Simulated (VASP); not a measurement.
**Si2Mo: single point with r2SCAN**

The system is Si2Mo.

```
Si Mo
1.0
    -1.62360    1.62360    3.95256
     1.62360   -1.62360    3.95256
     1.62360    1.62360   -3.95256
Si Mo
2 1
Cartesian
  0.0000 0.0000 2.6557
  0.0000 0.0000 5.2495
  0.0000 0.0000 0.0000
```

* Program: VASP 6.6.1
* Task: single point
* Functional: r2SCAN
* Potentials or basis: VASP PAW PBE potentials, release 64 (Si, Mo_sv)
* Cutoff: 550 eV
* k mesh: 14 × 14 × 14
* Occupations: gaussian, width 0.05 eV
* Spin: no spin polarisation

The pressure is -7.5 GPa, the largest force is 0.003 eV/Å and the band gap on the k mesh is zero (bands 11 and 12 overlap by 0.99 eV).

Forces on the atoms (eV/Å):
```
Si   0.000  0.000 -0.003
Si   0.000  0.000  0.003
Mo   0.000  0.000  0.000
```

Levels at points of the mesh, in eV from the Fermi level:
```tsv
k point	band 8	band 9	band 10	band 11	band 12	band 13	band 14	band 15
(0.00, 0.00, 0.00)	-2.94	-2.70	-2.70	0.30	3.22	3.48	3.48	3.60
(0.50, 0.00, 0.00)	-4.71	-2.71	-2.52	-0.52	2.37	3.19	4.16	4.36
(0.50, 0.50, 0.00)	-5.37	-4.55	-3.08	-1.43	2.43	2.83	3.32	3.51
(0.50, 0.50, 0.50)	-2.13	-0.58	-0.58	-0.58	-0.58	0.43	5.05	5.31
```

It took 21 min on 1 thread of Oxide Virtual Turin-like Processor, with other jobs on the host, peak memory 0.32 GiB.

Caveat: the cell stands under tension; the PAW data sets were made with another functional, which shifts forces and pressure a little.
